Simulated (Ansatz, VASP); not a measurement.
**Two plane-wave programs on Al2O3**

Contents of INCAR:

```
PREC = Accurate
ENCUT = 520
EDIFF = 1E-7
ISMEAR = 0
SIGMA = 0.05
LREAL = F
LASPH = T
NELM = 60
ALGO = Normal
ISIF = 2
LWAVE = F
LCHARG = T
GGA = PE
IVDW = 12
LELF = T
LVHAR = T
NBANDS = 20
```

Contents of KPOINTS:

```
regular mesh
0
Gamma
  9 9 4
```

File POSCAR:

```
Al2O3
1.0
    2.9416895826      0.0000000000      0.0000000000
   -1.4708447913      2.5475779086      0.0000000000
    0.0000000000      0.0000000000      7.4858055969
Al O
2 3
Direct
    0.0000000000      0.0000000000      0.1907358529
    0.0000000000      0.0000000000      0.8092641471
    0.3333333333      0.6666666667      0.2703868429
    0.6666666667      0.3333333333      0.0000000000
    0.3333333333      0.6666666667      0.7296131571
```

Input for Ansatz:

```yaml
crystal:
  lattice:
    - [2.9416895826, 0.0, 0.0]
    - [-1.4708447913, 2.5475779086, 0.0]
    - [0.0, 0.0, 7.4858055969]
  atoms:
    - { symbol: Al, position: [0.0, 0.0, 0.1907358529] }
    - { symbol: Al, position: [0.0, 0.0, 0.8092641471] }
    - { symbol: O, position: [0.3333333333, 0.6666666667, 0.2703868429] }
    - { symbol: O, position: [0.6666666667, 0.3333333333, 0.0] }
    - { symbol: O, position: [0.3333333333, 0.6666666667, 0.7296131571] }
basis:
  ecutwfc: 520.0
kpoints:
  mp_grid: { grid: [9, 9, 4] }
hamiltonian:
  xc: pbe
  pseudopotentials: { kind: paw, azcp: { folder: soft_1 } }
  dispersion: d3bj
scf:
  occupations: { method: gaussian, width: 0.05 }
output:
  forces: true
  stress: true
  eigenvalues: true
```

Alike in both runs: task single point; functional PBE; dispersion D3(BJ); k mesh 9 × 9 × 4; occupations gaussian, width 0.05 eV; no spin polarisation.

|  | VASP | Ansatz |
| --- | --- | --- |
| version | VASP 6.6.1 | Ansatz 0.2.0 |
| potentials or method | VASP PAW PBE potentials, release 64 (Al, O), cutoff 520 eV | scalar-relativistic, plane waves, PAW |
| valence electrons in the cell | 24 | 24 |

|  | VASP | Ansatz | Ansatz less VASP |
| --- | --- | --- | --- |
| gap on the k mesh at the Fermi level (eV) | 4.16 | 4.17 | +0.009 |
| least direct gap on the mesh (eV) | 4.34 | 4.34 | +0.007 |
| pressure (GPa) | -6.2 | -6.2 | +0.03 |
| traceless stress, the component that is largest in VASP (GPa) | 4.29 | 4.45 | +0.170 |
| rms of the force components (eV/Å) | 0.542 | 0.559 | +0.0163 |

Atom by atom the forces differ by 0.016 eV/Å (rms over components).
